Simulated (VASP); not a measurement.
# GaN (Fm-3m) in VASP: electric field gradients with LDA

Aim: the electric field gradients of GaN with LDA.

All numbers are computed with VASP 6.6.1; they aren't measurements. Logs are shortened: lines on timing, memory, paths and dates and some standing lists are left out, and cuts for length are marked.

### Step 1. The cell of the first run

The structure is cubic, space group Fm-3m (No. 225). The conventional cell has a = 3.985 Å, b = 3.985 Å, c = 3.985 Å, α = 90.00°, β = 90.00°, γ = 90.00°. Ga (site symmetry m-3m) has 6 N at 1.99 Å within 2.6 Å. N (site symmetry m-3m) has 6 Ga at 1.99 Å within 2.6 Å.

### Step 2. Electric field gradients, LDA

Input file INCAR:

```
PREC = Accurate
ENCUT = 520
EDIFF = 1E-8
ISMEAR = -1
SIGMA = 0.02
LREAL = F
LASPH = T
NELM = 120
ALGO = Normal
ISIF = 2
LWAVE = F
LCHARG = F
GGA = CA
LEFG = T
NBANDS = 16
GGA_COMPAT = F
```

Input file KPOINTS:

```
regular mesh
0
Gamma
  12 12 12
```

Input file POSCAR:

```
GaN
1.0
    0.0000000000      1.9925000000      1.9925000000
    1.9925000000      0.0000000000      1.9925000000
    1.9925000000      1.9925000000      0.0000000000
Ga N
1 1
Direct
    0.5000000000      0.5000000000      0.5000000000
    0.0000000000      0.0000000000      0.0000000000
```

Potentials or basis: VASP PAW LDA potentials, release 64 (Ga_d, N).

Launch:

```
cat potpaw_LDA.64/Ga_d/POTCAR potpaw_LDA.64/N/POTCAR > POTCAR
mpirun -np 1 vasp_std > vasp.out
```

OUTCAR:

```text
PREC = Accurate
   ENCUT = 520
   EDIFF = 1E-8
   ISMEAR = -1
   LREAL = F
   LASPH = T
   NELM = 120
   ISIF = 2
   GGA = CA

 ion  position               nearest neighbor table
   1  0.500  0.500  0.500-   2 1.99   2 1.99   2 1.99   2 1.99   2 1.99   2 1.99
   2  0.000  0.000  0.000-   1 1.99   1 1.99   1 1.99   1 1.99   1 1.99   1 1.99

  LATTYP: Found a face centered cubic cell.
 ALAT       =     3.9850000000

  Lattice vectors:

 A1 = (   0.0000000000,   1.9925000000,   1.9925000000)
 A2 = (   1.9925000000,   0.0000000000,   1.9925000000)
 A3 = (   1.9925000000,   1.9925000000,   0.0000000000)

Analysis of symmetry for initial positions (statically):
=====================================================================
 Subroutine PRICEL returns:
 Original cell was already a primitive cell.

 Routine SETGRP: Setting up the symmetry group for a
 face centered cubic supercell.

 Subroutine GETGRP returns: Found 48 space group operations
 (whereof 48 operations were pure point group operations)
 out of a pool of 48 trial point group operations.

The static configuration has the point symmetry O_h .

Analysis of symmetry for dynamics (positions and initial velocities):
=====================================================================
 Subroutine PRICEL returns:
 Original cell was already a primitive cell.

 Routine SETGRP: Setting up the symmetry group for a
 face centered cubic supercell.

 Subroutine GETGRP returns: Found 48 space group operations
 (whereof 48 operations were pure point group operations)
 out of a pool of 48 trial point group operations.

The dynamic configuration has the point symmetry O_h .

 Subroutine INISYM returns: Found 48 space group operations
 (whereof 48 operations are pure point group operations),
 and found     1 'primitive' translations

----------------------------------------------------------------------------------------

                                     Primitive cell

  volume of cell :      15.8207

  direct lattice vectors                    reciprocal lattice vectors
     0.000000000  1.992500000  1.992500000    -0.250941029  0.250941029  0.250941029
     1.992500000  0.000000000  1.992500000     0.250941029 -0.250941029  0.250941029
     1.992500000  1.992500000  0.000000000     0.250941029  0.250941029 -0.250941029

[... 115 lines left out ...]
  energy-cutoff  :      520.00
  volume of cell :       15.82
 maximum number of plane-waves:       444
 NGX is ok and might be reduce to    24
   NGX = 11   NGY = 11   NGZ = 11

 number of electron      17.9999999 magnetization

 Free energy of the ion-electron system (eV)
  ---------------------------------------------------
  ext. energy  EPLUGINS =         0.00000000
  ---------------------------------------------------
  free energy    TOTEN  =       -12.71686092 eV

  energy without entropy =      -12.71686092  energy(sigma->0) =      -12.71686092

 E-fermi :  10.5360     XC(G=0): -14.5247

 val. band max:       10.1198052133   @ k =  -0.1667   0.1667   0.0000
 cond. band min:      11.7461201192   @ k =   0.5000   0.5000   0.0000
 fundamental gap:      1.6263149059
 Fermi energy:        10.5360404944

 k-point     1 :       0.0000    0.0000    0.0000
  band No.  band energies     occupation
      1      -9.0365      2.00000
      2      -4.0079      2.00000
      3      -4.0079      2.00000
      4      -4.0079      2.00000
      5      -3.8521      2.00000
      6      -3.8521      2.00000
[... 433 lines left out ...]
      3      -4.2038      2.00000
      4      -3.9834      2.00000
      5      -3.6542      2.00000
      6      -2.9216      2.00000
[... 8 lines left out ...]
     15      33.0759      0.00000
     16      33.2488      0.00000

 [... further k-points ...]
[... 5 lines left out ...]
  --------------------------------------------------------------------------------------
  -------------------------------------------------------------------------------------
  Total        5.1683135      5.1683135      5.1683135      0.0000000      0.0000000     -0.0000000
  in kB      523.4008799    523.4008799    523.4008799      0.0000000      0.0000000     -0.0000000
  external PRESSURE =     523.4008799 kB  Pullay stress =       0.0000000 kB

 VOLUME and BASIS-vectors are now :
 -----------------------------------------------------------------------------
  energy-cutoff  :      520.00
  volume of cell :       15.82
      direct lattice vectors                 reciprocal lattice vectors
     0.000000000  1.992500000  1.992500000    -0.250941029  0.250941029  0.250941029
     1.992500000  0.000000000  1.992500000     0.250941029 -0.250941029  0.250941029
     1.992500000  1.992500000  0.000000000     0.250941029  0.250941029 -0.250941029

 POSITION                                       TOTAL-FORCE (eV/Angst)
 -----------------------------------------------------------------------------------
      1.99250      1.99250      1.99250        -0.000000      0.000000      0.000000
      0.00000      0.00000      0.00000         0.000000     -0.000000     -0.000000
 -----------------------------------------------------------------------------------
    total drift:                                0.000000     -0.000000      0.000000

  FREE ENERGIE OF THE ION-ELECTRON SYSTEM (eV)
  ---------------------------------------------------
  free  energy   TOTEN  =       -12.7168609205 eV

  energy  without entropy=      -12.7168609205  energy(sigma->0) =      -12.71686092

 Electric field gradients (V/A^2)
---------------------------------------------------------------------
 ion       V_xx      V_yy      V_zz      V_xy      V_xz      V_yz
---------------------------------------------------------------------
   1      -0.000     0.000     0.000    -0.002    -0.002    -0.002
   2      -0.000    -0.000    -0.000     0.000     0.000     0.000
---------------------------------------------------------------------

 Electric field gradients after diagonalization (V/A^2)
 (convention: |V_zz| > |V_xx| > |V_yy|)
----------------------------------------------------------------------
 ion       V_xx      V_yy      V_zz     asymmetry (V_yy - V_xx)/ V_zz
----------------------------------------------------------------------
   1       0.002     0.002    -0.004       0.000
   2      -0.000    -0.000     0.001       0.000
----------------------------------------------------------------------

           NMR quadrupolar parameters

 Cq : quadrupolar parameter    Cq=e*Q*V_zz/h
 eta: asymmetry parameters     (V_yy - V_xx)/ V_zz
 Q  : nuclear electric quadrupole moment in mb (millibarn)
----------------------------------------------------------------------
 ion       Cq(MHz)       eta       Q (mb)
----------------------------------------------------------------------
   1      -0.000       0.000       1.000
   2       0.000       0.000       1.000
----------------------------------------------------------------------
```

OSZICAR:

```text
N       E                     dE             d eps       ncg     rms          rms(c)
DAV:   1     0.717235654428E+02    0.71724E+02   -0.89551E+03  2560   0.225E+03
DAV:   2    -0.109056092922E+02   -0.82629E+02   -0.77111E+02  2672   0.329E+02
DAV:   3    -0.148125262491E+02   -0.39069E+01   -0.38968E+01  2576   0.593E+01
DAV:   4    -0.148401642189E+02   -0.27638E-01   -0.27635E-01  2904   0.500E+00
DAV:   5    -0.148403832668E+02   -0.21905E-03   -0.21905E-03  2712   0.433E-01    0.783E+00
DAV:   6    -0.127904377786E+02    0.20499E+01   -0.42200E+00  3304   0.475E+01    0.249E+00
DAV:   7    -0.127455652343E+02    0.44873E-01   -0.24331E-01  2688   0.476E+00    0.159E+00
DAV:   8    -0.127180965905E+02    0.27469E-01   -0.25514E-02  3112   0.246E+00    0.336E-01
DAV:   9    -0.127169783805E+02    0.11182E-02   -0.47504E-03  3000   0.228E+00    0.830E-02
DAV:  10    -0.127168619664E+02    0.11641E-03   -0.39157E-04  2728   0.279E-01    0.128E-02
DAV:  11    -0.127168609816E+02    0.98485E-06   -0.22824E-05  2928   0.492E-02    0.131E-02
DAV:  12    -0.127168609357E+02    0.45873E-07   -0.38949E-07  2856   0.130E-02    0.258E-03
DAV:  13    -0.127168609212E+02    0.14536E-07   -0.34838E-08  2584   0.187E-03    0.931E-04
DAV:  14    -0.127168609205E+02    0.64711E-09   -0.11079E-09  1592   0.334E-04
   1 F= -.12716861E+02 E0= -.12716861E+02  d E =-.745845E-11
```

stdout:

```text
POSCAR found type information on POSCAR GaN
 POSCAR found :  2 types and       2 ions
 scaLAPACK will be used
 LDA part: xc-table for (Slater(with rela. corr.)+CA(PZ))
 , standard interpolation
 POSCAR, INCAR and KPOINTS ok, starting setup
 FFT: planning ... GRIDC
 FFT: planning ... GRID_SOFT
 FFT: planning ... GRID
 WAVECAR not read
 entering main loop
ion   1

ion   2
```

Run time: 26 s. Hardware: 1 thread of Intel Xeon 8259CL, shared host; peak memory 0.14 GiB.

Results:

```yaml
Free_energy: -12.7169 eV
Pressure: 52.3 GPa
Band_gap_on_the_k_mesh: 1.63 eV, indirect (least direct gap 5.31 eV)
```

Levels at points of the mesh, in eV from the valence-band top:
```
           k point  band 7  band 8  band 9  band 10  band 11  band 12
(0.00, 0.00, 0.00)   -0.77   -0.77   -0.77     4.54    15.74    15.74
(0.50, 0.00, 0.00)   -9.25   -0.14   -0.14     5.44     9.94     9.94
(0.50, 0.50, 0.00)   -8.68   -3.81   -3.81     1.63     7.96    13.61
```

Caveat: without QUAD_EFG the Cq values of the log hold for a quadrupole moment of 1 mb, not for the nuclei.
